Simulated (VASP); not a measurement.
# BaF2 (Fm-3m) in VASP: electric field gradients with LDA

Aim: the electric field gradients of BaF2 with LDA.

All numbers are computed with VASP 6.6.1; they aren't measurements. Logs are shortened: lines on timing, memory, paths and dates and some standing lists are left out, and cuts for length are marked.

### Step 1. The cell of the first run

It takes space group Fm-3m (No. 225, cubic). Conventional cell: a = 6.221 Å, b = 6.221 Å, c = 6.221 Å, α = 90.00°, β = 90.00°, γ = 90.00°. Within 3.6 Å of Ba (site symmetry m-3m) lie 8 F at 2.69 Å. F (site symmetry -43m) has 4 Ba at 2.69 Å and 6 F at 3.11 Å within 3.6 Å.

### Step 2. Electric field gradients, LDA (20.06 Å³/atom)

Contents of INCAR:

```
SYSTEM = BaF2
PREC = Accurate ; ENCUT = 1010
EDIFF = 1E-8 ; ISMEAR = -1
SIGMA = 0.01 ; LREAL = .False.
LASPH = .True. ; NELM = 120
ALGO = Normal ; ISIF = 2
LWAVE = .False. ; LCHARG = .False.
LEFG = .True. ; NBANDS = 19
GGA_COMPAT = .False.
```

Contents of KPOINTS:

```
regular mesh
0
Gamma
  8 8 8
  0 0 0
```

Contents of POSCAR:

```
BaF2
1.0
    0.0000000000      3.1103492451      3.1103492451
    3.1103492451      0.0000000000      3.1103492451
    3.1103492451      3.1103492451      0.0000000000
Ba F
1 2
Direct
    0.0000000000      0.0000000000      0.0000000000
    0.2500000000      0.2500000000      0.2500000000
    0.7500000000      0.7500000000      0.7500000000
```

Potentials or basis: VASP PAW LDA potentials, release 64 (Ba_sv, F_h).

Command:

```sh
cat potpaw_LDA.64/Ba_sv/POTCAR potpaw_LDA.64/F_h/POTCAR > POTCAR
mpirun -np 1 vasp_std > vasp.out
```

OUTCAR:

```text
SYSTEM = BaF2
   PREC = Accurate
   ENCUT = 1010
   EDIFF = 1E-8
   ISMEAR = -1
   LREAL = .False.
   LASPH = .True.
   NELM = 120
   ISIF = 2

 ion  position               nearest neighbor table
   1  0.000  0.000  0.000-   3 2.69   3 2.69   3 2.69   2 2.69   3 2.69   2 2.69   2 2.69   2 2.69

   2  0.250  0.250  0.250-   1 2.69   1 2.69   1 2.69   1 2.69
   3  0.750  0.750  0.750-   1 2.69   1 2.69   1 2.69   1 2.69

  LATTYP: Found a face centered cubic cell.
 ALAT       =     6.2206984902

  Lattice vectors:

 A1 = (   0.0000000000,   3.1103492451,   3.1103492451)
 A2 = (   3.1103492451,   0.0000000000,   3.1103492451)
 A3 = (   3.1103492451,   3.1103492451,   0.0000000000)

Analysis of symmetry for initial positions (statically):
=====================================================================
 Subroutine PRICEL returns:
 Original cell was already a primitive cell.

 Routine SETGRP: Setting up the symmetry group for a
 face centered cubic supercell.

 Subroutine GETGRP returns: Found 48 space group operations
 (whereof 48 operations were pure point group operations)
 out of a pool of 48 trial point group operations.

The static configuration has the point symmetry O_h .

Analysis of symmetry for dynamics (positions and initial velocities):
=====================================================================
 Subroutine PRICEL returns:
 Original cell was already a primitive cell.

 Routine SETGRP: Setting up the symmetry group for a
 face centered cubic supercell.

 Subroutine GETGRP returns: Found 48 space group operations
 (whereof 48 operations were pure point group operations)
 out of a pool of 48 trial point group operations.

The dynamic configuration has the point symmetry O_h .

 Subroutine INISYM returns: Found 48 space group operations
 (whereof 48 operations are pure point group operations),
 and found     1 'primitive' translations

----------------------------------------------------------------------------------------

                                     Primitive cell

  volume of cell :      60.1807

  direct lattice vectors                    reciprocal lattice vectors
     0.000000000  3.110349245  3.110349245    -0.160753652  0.160753652  0.160753652
     3.110349245  0.000000000  3.110349245     0.160753652 -0.160753652  0.160753652
     3.110349245  3.110349245  0.000000000     0.160753652  0.160753652 -0.160753652

  length of vectors
     4.398698086  4.398698086  4.398698086     0.278433493  0.278433493  0.278433493

  position of ions in fractional coordinates (direct lattice)
     0.000000000  0.000000000  0.000000000
     0.250000000  0.250000000  0.250000000
     0.750000000  0.750000000  0.750000000

  ion indices of the primitive-cell ions
   primitive index   ion index
                 1           1
                 2           2
                 3           3

----------------------------------------------------------------------------------------

 KPOINTS: regular mesh

Automatic generation of k-mesh.
 Grid dimensions read from file:
 generate k-points for:    8    8    8

 Generating k-lattice:

  Cartesian coordinates                     Fractional coordinates (reciprocal lattice)
    -0.020094206  0.020094206  0.020094206     0.125000000  0.000000000  0.000000000
     0.020094206 -0.020094206  0.020094206     0.000000000  0.125000000  0.000000000
     0.020094206  0.020094206 -0.020094206     0.000000000  0.000000000  0.125000000

  Length of vectors
     0.034804187  0.034804187  0.034804187

  Shift w.r.t. Gamma in fractional coordinates (k-lattice)
     0.000000000  0.000000000  0.000000000

 Subroutine IBZKPT returns following result:
 ===========================================

 Found     29 irreducible k-points:

 Following reciprocal coordinates:
            Coordinates               Weight
  0.000000  0.000000  0.000000      1.000000
  0.125000  0.000000  0.000000      8.000000
  0.250000  0.000000  0.000000      8.000000
  0.375000  0.000000  0.000000      8.000000
  0.500000  0.000000  0.000000      4.000000
  0.125000  0.125000  0.000000      6.000000
[... 16 lines left out ...]
  0.500000  0.250000  0.125000     48.000000
 -0.375000  0.250000  0.125000     24.000000
 [... further k-points ...]
   k-points           NKPTS =     29   k-points in BZ     NKDIM =     29   number of bands    NBANDS=     19
   number of dos      NEDOS =    301   number of ions     NIONS =      3
   total plane-waves  NPLWV = 110592
   dimension x,y,z NGX =    48 NGY =   48 NGZ =   48
   dimension x,y,z NGXF=    96 NGYF=   96 NGZF=   96
   ions per type =               1   2
   NGX,Y,Z   is equivalent  to a cutoff of  18.14, 18.14, 18.14 a.u.
   NGXF,Y,Z  is equivalent  to a cutoff of  36.28, 36.28, 36.28 a.u.
 SYSTEM =  BaF2
   PREC   = accura    normal or accurate (medium, high low for compatibility)
   ISTART =      0    job   : 0-new  1-cont  2-samecut
   ICHARG =      2    charge: 1-file 2-atom 10-const
   ISPIN  =      1    spin polarized calculation?
   LNONCOLLINEAR =      F non collinear calculations
   LSORBIT =      F    spin-orbit coupling
   LASPH  =      T    aspherical Exc in radial PAW
   ENCUT  = 1010.0 eV  74.23 Ry    8.62 a.u.  11.40 11.40 11.40*2*pi/ulx,y,z
   NELM   =    120;   NELMIN=  2; NELMDL= -5     # of ELM steps
   EDIFF  = 0.1E-07   stopping-criterion for ELM
   LREAL  =      F    real-space projection
   EDIFFG = 0.1E-06   stopping-criterion for IOM
   NSW    =      0    number of steps for IOM
   IBRION =     -1    ionic relax: 0-MD 1-quasi-New 2-CG
   NFREE  =      0    steps in history (QN), initial steepest desc. (CG)
   ISIF   =      2    stress and relaxation
   ISYM   =      2    0-nonsym 1-usesym 2-fastsym
   POTIM  = 0.5000    time-step for ionic-motion
   TEBEG  =    0.0;   TEEND  =   0.0 temperature during run
   PSTRESS=    0.0 pullay stress
   NELECT =      24.0000    total number of electrons
   NUPDOWN=      -1.0000    fix difference up-down
   EMIN   =  10.00;   EMAX   =-10.00  energy-range for DOS
   EFERMI =   0.00;   METHOD = LEGACY
   ISMEAR =    -1;   SIGMA  =   0.01  broadening in eV -4-tet -1-fermi 0-gaus
   EFERMI_NEDOS =   21; number of points for ismear=-14 and -15
   IALGO  =     38    algorithm
   IMIX   =      4    mixing-type and parameters
     AMIX     =   0.40;   BMIX     =  1.00
     AMIX_MAG =   1.60;   BMIX_MAG =  1.00
  volume/ion in A,a.u.               =      20.06       135.37
  Fermi-wavevector in a.u.,A,eV,Ry     =   1.205016  2.277150 19.756519  1.452063
  Thomas-Fermi vector in A             =   2.340724
   LORBIT       =      0    0 simple, 1 ext, 2 COOP (PROOUT), +10 PAW based schemes
   GGA     = CA    functional components
   LHFCALC =     F    Hartree Fock is set to
   AEXX    =    0.0000 exact exchange contribution
   IVDW    =     0    specifies the selected vdW correction
   LEPSILON=     F    determine dielectric tensor
   LRPA    =     F    only Hartree local field effects (RPA)
 non-spin polarized calculation
  energy-cutoff  :     1010.00
  volume of cell :       60.18
 maximum number of plane-waves:      4413
 NGX is ok and might be reduce to    48
   NGX = 23   NGY = 23   NGZ = 23

 number of electron      23.9999997 magnetization

 Free energy of the ion-electron system (eV)
  ---------------------------------------------------
  ext. energy  EPLUGINS =         0.00000000
  ---------------------------------------------------
  free energy    TOTEN  =       -18.59894155 eV

  energy without entropy =      -18.59894155  energy(sigma->0) =      -18.59894155

 E-fermi :  -1.9637     XC(G=0):  -9.2869

 val. band max:       -2.2133395386   @ k =  -0.2500   0.2500   0.0000
 cond. band min:       4.1383856649   @ k =   0.0000   0.0000   0.0000
 fundamental gap:      6.3517252035
 Fermi energy:        -1.9636525236

 k-point     1 :       0.0000    0.0000    0.0000
  band No.  band energies     occupation
      1     -25.1520      2.00000
      2     -20.6959      2.00000
      3     -20.6775      2.00000
      4     -10.0330      2.00000
      5     -10.0330      2.00000
      6     -10.0330      2.00000
[... 11 lines left out ...]
     18       9.0288      0.00000
     19      12.7901      0.00000
[... 489 lines left out ...]
      3     -20.8579      2.00000
      4     -10.3296      2.00000
      5     -10.1738      2.00000
      6     -10.1735      2.00000
[... 11 lines left out ...]
     18      10.1155      0.00000
     19      11.3466      0.00000

 [... further k-points ...]

------------------------ aborting loop because EDIFF is reached ----------------------------------------

  FORCE on cell =-STRESS in cart. coord.  units (eV):
  Direction    XX          YY          ZZ          XY          YZ          ZX
  --------------------------------------------------------------------------------------
  -------------------------------------------------------------------------------------
  Total       -1.4258638     -1.4258638     -1.4258638     -0.0000000     -0.0000000      0.0000000
  in kB      -37.9604338    -37.9604338    -37.9604338     -0.0000000     -0.0000000      0.0000000
  external PRESSURE =     -37.9604338 kB  Pullay stress =       0.0000000 kB

 VOLUME and BASIS-vectors are now :
 -----------------------------------------------------------------------------
  energy-cutoff  :     1010.00
  volume of cell :       60.18
      direct lattice vectors                 reciprocal lattice vectors
     0.000000000  3.110349245  3.110349245    -0.160753652  0.160753652  0.160753652
     3.110349245  0.000000000  3.110349245     0.160753652 -0.160753652  0.160753652
     3.110349245  3.110349245  0.000000000     0.160753652  0.160753652 -0.160753652

 POSITION                                       TOTAL-FORCE (eV/Angst)
 -----------------------------------------------------------------------------------
      0.00000      0.00000      0.00000         0.000000      0.000000      0.000000
      1.55517      1.55517      1.55517        -0.000000     -0.000000     -0.000000
      4.66552      4.66552      4.66552         0.000000      0.000000      0.000000
 -----------------------------------------------------------------------------------
    total drift:                               -0.000000     -0.000000      0.000000

  FREE ENERGIE OF THE ION-ELECTRON SYSTEM (eV)
  ---------------------------------------------------
  free  energy   TOTEN  =       -18.5989415451 eV

  energy  without entropy=      -18.5989415451  energy(sigma->0) =      -18.59894155

 Electric field gradients (V/A^2)
---------------------------------------------------------------------
 ion       V_xx      V_yy      V_zz      V_xy      V_xz      V_yz
---------------------------------------------------------------------
   1       0.000     0.000     0.000    -0.000    -0.000    -0.000
   2       0.000    -0.000     0.000    -0.004    -0.004    -0.004
   3       0.000    -0.000     0.000    -0.004    -0.004    -0.004
---------------------------------------------------------------------

 Electric field gradients after diagonalization (V/A^2)
 (convention: |V_zz| > |V_xx| > |V_yy|)
----------------------------------------------------------------------
 ion       V_xx      V_yy      V_zz     asymmetry (V_yy - V_xx)/ V_zz
----------------------------------------------------------------------
   1       0.000     0.000    -0.000       0.000
   2       0.004     0.004    -0.009       0.000
   3       0.004     0.004    -0.009       0.000
----------------------------------------------------------------------

           NMR quadrupolar parameters

 Cq : quadrupolar parameter    Cq=e*Q*V_zz/h
 eta: asymmetry parameters     (V_yy - V_xx)/ V_zz
 Q  : nuclear electric quadrupole moment in mb (millibarn)
----------------------------------------------------------------------
 ion       Cq(MHz)       eta       Q (mb)
----------------------------------------------------------------------
   1      -0.000       0.000       1.000
   2      -0.000       0.000       1.000
   3      -0.000       0.000       1.000
----------------------------------------------------------------------
```

Wall time 87 s (1 thread of Intel Xeon Platinum 8259CL at 2.50GHz (Skylake/Cascade Lake), shared host); peak memory 0.3 GiB.

Results:

| Quantity | Value |
| --- | --- |
| Free energy | -18.5989 eV |
| Pressure | -3.8 GPa |
| Band gap on the k mesh | 6.35 eV (least direct gap 6.43 eV) |
| Largest electric field gradient by atom | under 0.05 V/Å² on every atom |

Caveat: the cell stands under tension; spin-orbit coupling is left out, which moves the levels of the heavy elements. A k mesh can miss the band edges.
